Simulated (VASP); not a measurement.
Crystal: Pb.

```
Pb
1.0
     0.00000    2.79053    6.12246
     1.82286    0.00000    6.12246
     1.82286    2.79053    0.00000
Pb
2
Cartesian
  1.8229 2.7905 10.5853
  1.8229 2.7905 1.6596
```

* Program: VASP 6.6.1
* Task: relaxation of cell and atoms
* Functional: PBEsol
* Potentials or basis: VASP PAW PBE potentials, release 64 (Pb_d)
* Cutoff: 600 eV
* k mesh: 6 × 6 × 6
* Occupations: gaussian, width 0.1 eV
* Spin: no spin polarisation

At the start: pressure -0.2 GPa; volume 31.14 Å³/atom.

How do energy, volume and symmetry change on relaxing?

Over 23 steps the energy falls by 35.9 meV/atom and the volume is 30.80 Å³/atom (-1.1 %); space group Fmmm (No. 69, to 0.05 Å).

Step by step:
| step | energy change (eV) | largest force (eV/Å) | pressure (GPa) | volume (Å³) |
| --- | --- | --- | --- | --- |
| 1 | 0.0000 | 0.1767 | -0.21 | 62.29 |
| 2 | -0.0064 | 0.1497 | -0.03 | 61.92 |
| 3 | -0.0084 | 0.1052 | 0.16 | 61.60 |
| 4 | -0.0109 | 0.0462 | -0.04 | 61.79 |
| 5 | -0.0119 | 0.0072 | -0.21 | 61.96 |
| 6 | -0.0121 | 0.1002 | -0.54 | 62.30 |
| 7 | -0.0136 | 0.1045 | -0.50 | 62.22 |
| 8 | -0.0193 | 0.1337 | -0.31 | 61.95 |
| 9 | -0.0381 | 0.1909 | 0.14 | 61.39 |
| 10 | -0.0500 | 0.2760 | 1.38 | 60.15 |
| 11 | -0.0560 | 0.2265 | 0.62 | 60.78 |
| 12 | -0.0574 | 0.2438 | 0.80 | 60.60 |
| 13 | -0.0589 | 0.2423 | 0.84 | 60.65 |
| 14 | -0.0589 | 0.2414 | 0.84 | 60.64 |
| 15 | -0.0609 | 0.2283 | 0.68 | 60.84 |
| 16 | -0.0651 | 0.1951 | 0.17 | 61.45 |
| 17 | -0.0666 | 0.1336 | -0.74 | 62.66 |
| 18 | -0.0670 | 0.1544 | -0.46 | 62.26 |
| 19 | -0.0686 | 0.1262 | -0.40 | 62.16 |
| 20 | -0.0711 | 0.0473 | -0.09 | 61.86 |
| 21 | -0.0711 | 0.0292 | -0.04 | 61.79 |
| 22 | -0.0716 | 0.0189 | 0.00 | 61.71 |
| 23 | -0.0718 | 0.0041 | 0.09 | 61.61 |

Final structure:
```
Pb
1.0
     0.00000    2.89966    6.41476
     1.65604    0.00000    6.41476
     1.65604    2.89966    0.00000
Pb
2
Direct
  0.87018 0.87018 0.12982
  0.12982 0.12982 0.87018
```

Caveat: the PAW data sets were made with another functional, which shifts forces and pressure a little.
